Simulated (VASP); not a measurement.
# Si16H5Cl in VASP: notebook

The runs below take Si16H5Cl through single point, with PBE.

Program: VASP 6.6.1. These are calculated values, not measurements. Logs are shortened: lines on timing, memory, paths and dates and some standing lists are left out, and cuts for length are marked.

### 1 The cell of the first run

The cell holds a slab with vacuum, 22 atoms: a = 7.679 Å, b = 7.679 Å, c = 17.419 Å, α = 90.00°, β = 90.00°, γ = 60.00°.

### 2 Single point, PBE

INCAR reads:

```
SYSTEM = Si16H5Cl
PREC = Accurate ; ENCUT = 520
EDIFF = 1E-7 ; ISMEAR = 0
SIGMA = 0.02 ; LREAL = Auto
LASPH = .TRUE. ; NELM = 80
ALGO = Normal ; ISIF = 2
LWAVE = .FALSE. ; LCHARG = .TRUE.
GGA = PE ; LELF = .TRUE.
LVHAR = .TRUE. ; NBANDS = 55
```

KPOINTS reads:

```
regular mesh
0
G
  2 2 1
  0 0 0
```

POSCAR reads:

```
Si16H5Cl
1.0
    7.6791800000      0.0000000000      0.0000000000
    3.8395900000      6.6503650000      0.0000000000
    0.0000000000      0.0000000000     17.4187650000
H Si Cl
5 16 1
Direct
    0.1666666792      0.1666666416      0.0574093514
    0.6666666792      0.1666666416      0.0574093514
    0.1666666416      0.6666667168      0.0574093514
    0.6666666416      0.6666667168      0.0574093514
   -0.2111733798      0.1807115850      0.4264353988
    0.1666666792      0.1666666416      0.1435233784
    0.6666666792      0.1666666416      0.1435233784
    0.1666666416      0.6666667168      0.1435233784
    0.6666666416      0.6666667168      0.1435233784
   -0.1660755307      0.3355071489      0.1786252929
    0.3341371992      0.3325103209      0.1894632025
   -0.1674270490      0.8324051387      0.1889548427
    0.3316605561      0.8286220380      0.1970691952
   -0.1454657159      0.3480245069      0.3088955503
    0.3579820481      0.3000178186      0.3266214912
   -0.1914209689      0.8504970780      0.3241062153
    0.3311148346      0.8388438830      0.3425684312
   -0.0425369758      0.0371954021      0.3652696388
    0.5037183178     -0.0082505246      0.3992172235
    0.0170291531      0.5109967648      0.3635258872
    0.5237041161      0.4794891709      0.3519072104
   -0.0043114647      0.4904399984      0.4831426912
```

Potentials or basis: VASP PAW PBE potentials, release 64 (H, Si, Cl).

Command:

```sh
$ cat potpaw_PBE.64/H/POTCAR potpaw_PBE.64/Si/POTCAR potpaw_PBE.64/Cl/POTCAR > POTCAR
$ mpirun -np 1 vasp_std > vasp.out
```

OUTCAR:

```text
SYSTEM = Si16H5Cl
   PREC = Accurate
   ENCUT = 520
   EDIFF = 1E-7
   ISMEAR = 0
   LREAL = Auto
   LASPH = .TRUE.
   NELM = 80
   ISIF = 2
   GGA = PE

 ion  position               nearest neighbor table
   1  0.167  0.167  0.057-   6 1.50
   2  0.667  0.167  0.057-   7 1.50
   3  0.167  0.667  0.057-   8 1.50
   4  0.667  0.667  0.057-   9 1.50
   5  0.789  0.181  0.426-  18 1.61
   6  0.167  0.167  0.144-   1 1.50  10 2.30  11 2.36  13 2.43
   7  0.667  0.167  0.144-   2 1.50  10 2.32  11 2.35  12 2.36
   8  0.167  0.667  0.144-   3 1.50  12 2.36  11 2.36  13 2.37
   9  0.667  0.667  0.144-   4 1.50  10 2.29  12 2.34  13 2.42
  10  0.834  0.336  0.179-  14 2.28   9 2.29   6 2.30   7 2.32
  11  0.334  0.333  0.189-   7 2.35   6 2.36   8 2.36  15 2.40
  12  0.833  0.832  0.189-   9 2.34   8 2.36   7 2.36  16 2.36
  13  0.332  0.829  0.197-   8 2.37   9 2.42   6 2.43  17 2.54
  14  0.855  0.348  0.309-  10 2.28  18 2.32  21 2.34  20 2.36
  15  0.358  0.300  0.327-  21 2.34  20 2.38  11 2.40  19 2.41
  16  0.809  0.850  0.324-  18 2.35  12 2.36  20 2.38  19 2.41
  17  0.331  0.839  0.343-  19 2.38  21 2.40  18 2.52  13 2.54
  18  0.957  0.037  0.365-   5 1.61  14 2.32  16 2.35  17 2.52
  19  0.504  0.992  0.399-  17 2.38  15 2.41  16 2.41
  20  0.017  0.511  0.364-  22 2.10  14 2.36  15 2.38  16 2.38
  21  0.524  0.479  0.352-  15 2.34  14 2.34  17 2.40
  22  0.996  0.490  0.483-  20 2.10

  LATTYP: Found a hexagonal cell.
 ALAT       =     7.6791800344
 C/A-ratio  =     2.2683105386

  Lattice vectors:

 A1 = (  -3.8395900000,  -6.6503650000,   0.0000000000)
 A2 = (   7.6791800000,   0.0000000000,   0.0000000000)
 A3 = (   0.0000000000,   0.0000000000,  17.4187650000)

Analysis of symmetry for initial positions (statically):
=====================================================================
 Subroutine PRICEL returns:
 Original cell was already a primitive cell.

 Routine SETGRP: Setting up the symmetry group for a
 hexagonal supercell.

 Subroutine GETGRP returns: Found  1 space group operations
 (whereof  1 operations were pure point group operations)
 out of a pool of 24 trial point group operations.

The static configuration has the point symmetry C_1 .

Analysis of symmetry for dynamics (positions and initial velocities):
=====================================================================
 Subroutine PRICEL returns:
 Original cell was already a primitive cell.

 Routine SETGRP: Setting up the symmetry group for a
 hexagonal supercell.

 Subroutine GETGRP returns: Found  1 space group operations
 (whereof  1 operations were pure point group operations)
 out of a pool of 24 trial point group operations.

The dynamic configuration has the point symmetry C_1 .

 Subroutine INISYM returns: Found  1 space group operations
 (whereof  1 operations are pure point group operations),
 and found     1 'primitive' translations

----------------------------------------------------------------------------------------

                                     Primitive cell

  volume of cell :     889.5650

  direct lattice vectors                    reciprocal lattice vectors
     7.679180000  0.000000000  0.000000000     0.130222237 -0.075183843  0.000000000
     3.839590000  6.650365000  0.000000000     0.000000000  0.150367687  0.000000000
     0.000000000  0.000000000 17.418765000     0.000000000  0.000000000  0.057409351

  length of vectors
     7.679180000  7.679180034 17.418765000     0.150367687  0.150367687  0.057409351

  position of ions in fractional coordinates (direct lattice)
     0.166666679  0.166666642  0.057409351
     0.666666679  0.166666642  0.057409351
     0.166666642  0.666666717  0.057409351
     0.666666642  0.666666717  0.057409351
     0.788826620  0.180711585  0.426435399
     0.166666679  0.166666642  0.143523378
[... 14 lines left out ...]
     0.523704116  0.479489171  0.351907210
     0.995688535  0.490439998  0.483142691

  ion indices of the primitive-cell ions
   primitive index   ion index
                 1           1
                 2           2
                 3           3
                 4           4
                 5           5
                 6           6
[... 14 lines left out ...]
                21          21
                22          22

----------------------------------------------------------------------------------------

 KPOINTS: regular mesh

Automatic generation of k-mesh.
 Grid dimensions read from file:
 generate k-points for:    2    2    1

 Generating k-lattice:

  Cartesian coordinates                     Fractional coordinates (reciprocal lattice)
     0.065111119 -0.037591922  0.000000000     0.500000000 -0.000000000  0.000000000
     0.000000000  0.075183843  0.000000000     0.000000000  0.500000000  0.000000000
     0.000000000  0.000000000  0.057409351     0.000000000  0.000000000  1.000000000

  Length of vectors
     0.075183844  0.075183843  0.057409351

  Shift w.r.t. Gamma in fractional coordinates (k-lattice)
     0.000000000  0.000000000  0.000000000

 Subroutine IBZKPT returns following result:
 ===========================================

 Found      4 irreducible k-points:

 Following reciprocal coordinates:
            Coordinates               Weight
  0.000000  0.000000  0.000000      1.000000
  0.500000 -0.000000  0.000000      1.000000
  0.500000  0.500000  0.000000      1.000000
  0.000000  0.500000  0.000000      1.000000
   k-points           NKPTS =      4   k-points in BZ     NKDIM =      4   number of bands    NBANDS=     55
   number of dos      NEDOS =    301   number of ions     NIONS =     22
   total plane-waves  NPLWV = 504000
   dimension x,y,z NGX =    60 NGY =   60 NGZ =  140
   dimension x,y,z NGXF=   120 NGYF=  120 NGZF=  280
   ions per type =               5  16   1
   NGX,Y,Z   is equivalent  to a cutoff of  12.99, 12.99, 13.36 a.u.
   NGXF,Y,Z  is equivalent  to a cutoff of  25.98, 25.98, 26.72 a.u.
 SYSTEM =  Si16H5Cl
   PREC   = accura    normal or accurate (medium, high low for compatibility)
   ISTART =      0    job   : 0-new  1-cont  2-samecut
   ICHARG =      2    charge: 1-file 2-atom 10-const
   ISPIN  =      1    spin polarized calculation?
   LNONCOLLINEAR =      F non collinear calculations
   LSORBIT =      F    spin-orbit coupling
   LASPH  =      T    aspherical Exc in radial PAW
   ENCUT  =  520.0 eV  38.22 Ry    6.18 a.u.  14.28 14.28 32.39*2*pi/ulx,y,z
   NELM   =     80;   NELMIN=  2; NELMDL= -5     # of ELM steps
   EDIFF  = 0.1E-06   stopping-criterion for ELM
   LREAL  =      T    real-space projection
   EDIFFG = 0.1E-05   stopping-criterion for IOM
   NSW    =      0    number of steps for IOM
   IBRION =     -1    ionic relax: 0-MD 1-quasi-New 2-CG
   NFREE  =      0    steps in history (QN), initial steepest desc. (CG)
   ISIF   =      2    stress and relaxation
   ISYM   =      2    0-nonsym 1-usesym 2-fastsym
   POTIM  = 0.5000    time-step for ionic-motion
   TEBEG  =    0.0;   TEEND  =   0.0 temperature during run
   PSTRESS=    0.0 pullay stress
   NELECT =      76.0000    total number of electrons
   NUPDOWN=      -1.0000    fix difference up-down
   EMIN   =  10.00;   EMAX   =-10.00  energy-range for DOS
   EFERMI =   0.00;   METHOD = LEGACY
   ISMEAR =     0;   SIGMA  =   0.02  broadening in eV -4-tet -1-fermi 0-gaus
   EFERMI_NEDOS =   21; number of points for ismear=-14 and -15
   IALGO  =     38    algorithm
   IMIX   =      4    mixing-type and parameters
     AMIX     =   0.40;   BMIX     =  1.00
     AMIX_MAG =   1.60;   BMIX_MAG =  1.00
  volume/ion in A,a.u.               =      40.43       272.87
  Fermi-wavevector in a.u.,A,eV,Ry     =   0.721030  1.362550  7.073459  0.519885
  Thomas-Fermi vector in A             =   1.810634
   LORBIT       =      0    0 simple, 1 ext, 2 COOP (PROOUT), +10 PAW based schemes
   GGA     = PE    functional components
   LHFCALC =     F    Hartree Fock is set to
   AEXX    =    0.0000 exact exchange contribution
   IVDW    =     0    specifies the selected vdW correction
   LEPSILON=     F    determine dielectric tensor
   LRPA    =     F    only Hartree local field effects (RPA)
 non-spin polarized calculation
 Gauss-broadening in eV      SIGMA  =   0.02
  energy-cutoff  :      520.00
  volume of cell :      889.57
 maximum number of plane-waves:     23990
 NGX is ok and might be reduce to    60
   NGX = 29   NGY = 29   NGZ = 65

 number of electron      76.0000004 magnetization

 Free energy of the ion-electron system (eV)
  ---------------------------------------------------
  ext. energy  EPLUGINS =         0.00000000
  ---------------------------------------------------
  free energy    TOTEN  =      -101.89494453 eV

  energy without entropy =     -101.89494453  energy(sigma->0) =     -101.89494453

 E-fermi :  -0.8055     XC(G=0):  -4.6414

 val. band max:       -0.9492716514   @ k =   0.0000   0.0000   0.0000
 cond. band min:      -0.6925135117   @ k =   0.0000   0.0000   0.0000
 fundamental gap:      0.2567581397
 Fermi energy:        -0.8055364486

 k-point     1 :       0.0000    0.0000    0.0000
  band No.  band energies     occupation
      1     -16.5679      2.00000
      2     -12.1933      2.00000
      3     -11.0651      2.00000
      4     -10.1380      2.00000
      5      -9.9513      2.00000
      6      -9.8077      2.00000
[... 42 lines left out ...]
     49       1.7698      0.00000
     50       1.9197      0.00000

 k-point     2 :       0.5000   -0.0000    0.0000
  band No.  band energies     occupation
      1     -16.5673      2.00000
      2     -11.6334      2.00000
      3     -11.3434      2.00000
      4     -10.5153      2.00000
      5     -10.2533      2.00000
      6     -10.1972      2.00000
[... 42 lines left out ...]
     49       2.6859      0.00000
     50       2.9418      0.00000

 k-point     3 :       0.5000    0.5000    0.0000
  band No.  band energies     occupation
      1     -16.5673      2.00000
      2     -11.5955      2.00000
      3     -11.4022      2.00000
      4     -10.4904      2.00000
      5     -10.2589      2.00000
      6     -10.1714      2.00000
[... 42 lines left out ...]
     49       2.8654      0.00000
     50       2.9862      0.00000

 k-point     4 :       0.0000    0.5000    0.0000
  band No.  band energies     occupation
      1     -16.5673      2.00000
      2     -11.6683      2.00000
      3     -11.2798      2.00000
      4     -10.5303      2.00000
      5     -10.2547      2.00000
      6     -10.1927      2.00000
[... 42 lines left out ...]
     49       2.6922      0.00000
     50       3.0144      0.00000
 [bands above 50 left out]

------------------------ aborting loop because EDIFF is reached ----------------------------------------

  FORCE on cell =-STRESS in cart. coord.  units (eV):
  Direction    XX          YY          ZZ          XY          YZ          ZX
  --------------------------------------------------------------------------------------
  -------------------------------------------------------------------------------------
  Total        0.9833014     -0.2918752     -0.1380132      3.5790726     -0.9731171      0.8642073
  in kB        1.7710041     -0.5256905     -0.2485728      6.4461945     -1.7526613      1.5565060
  external PRESSURE =       0.3322469 kB  Pullay stress =       0.0000000 kB

 VOLUME and BASIS-vectors are now :
 -----------------------------------------------------------------------------
  energy-cutoff  :      520.00
  volume of cell :      889.57
      direct lattice vectors                 reciprocal lattice vectors
     7.679180000  0.000000000  0.000000000     0.130222237 -0.075183843  0.000000000
     3.839590000  6.650365000  0.000000000     0.000000000  0.150367687  0.000000000
     0.000000000  0.000000000 17.418765000     0.000000000  0.000000000  0.057409351

 POSITION                                       TOTAL-FORCE (eV/Angst)
 -----------------------------------------------------------------------------------
      1.91979      1.10839      1.00000         0.178711     -0.264495     -0.108760
      5.75938      1.10839      1.00000        -0.044957     -0.019361     -0.073708
      3.83959      4.43358      1.00000         0.094751     -0.000687     -0.045203
      7.67918      4.43358      1.00000        -0.160979      0.253143     -0.094927
      6.75140      1.20180      7.42798         0.693526     -1.085891      0.281214
      1.91979      1.10839      2.50000         0.350303     -0.424050      0.119243
[... 14 lines left out ...]
      5.86266      3.18878      6.12979        -0.238704      0.657497     -0.668826
      9.52916      3.26160      8.41575        -0.003099      0.016790     -0.043448
 -----------------------------------------------------------------------------------
    total drift:                               -0.005588      0.004480     -0.000783

  FREE ENERGIE OF THE ION-ELECTRON SYSTEM (eV)
  ---------------------------------------------------
  free  energy   TOTEN  =      -101.8949445311 eV

  energy  without entropy=     -101.8949445311  energy(sigma->0) =     -101.89494453
```

Wall time 8.5 min (1 thread of Intel Xeon Platinum 8488C (Sapphire Rapids), shared host); peak memory 0.97 GiB.

What came out:

| Property | Result |
| --- | --- |
| Free energy | -101.8949 eV |
| Largest force | 1.319 eV/Å |
| Band gap on the k mesh | 0.26 eV |

Forces in eV/Å, atoms in the order of the input:
```
H    0.179 -0.264 -0.109
H   -0.045 -0.019 -0.074
H    0.095 -0.001 -0.045
H   -0.161  0.253 -0.095
H    0.694 -1.086  0.281
Si   0.350 -0.424  0.119
Si  -0.224 -0.190 -0.093
Si  -0.029  0.012  0.555
Si  -0.170  0.525 -0.046
Si  -0.030  0.014  0.034
Si   0.024  0.017 -0.009
Si  -0.002 -0.008 -0.018
Si   0.035 -0.014 -0.038
Si  -0.123 -0.005  0.096
Si  -0.057  0.076  0.074
Si   0.022 -0.002 -0.071
Si  -0.096  0.258 -0.052
Si  -0.182  0.114  0.258
Si   0.059  0.033 -0.069
Si  -0.095  0.036  0.014
Si  -0.239  0.657 -0.669
Cl  -0.003  0.017 -0.043
```

Levels at points of the mesh, in eV from the valence-band top:
```tsv
k point	band 35	band 36	band 37	band 38	band 39	band 40	band 41	band 42
(0.00, 0.00, 0.00)	-0.49	-0.33	-0.09	0.00	0.26	1.13	1.31	1.55
(0.50, 0.00, 0.00)	-1.16	-0.81	-0.64	-0.15	0.39	1.52	2.09	2.46
(0.50, 0.50, 0.00)	-1.27	-0.73	-0.55	-0.10	0.34	1.74	1.92	2.09
(0.00, 0.50, 0.00)	-1.25	-0.80	-0.52	-0.13	0.48	1.57	2.11	2.23
```

Caveat: the k points lie up to 0.47 Å⁻¹ apart; there is no dipole correction, which matters where the two faces differ.

(Continued in part 2 of 2.)
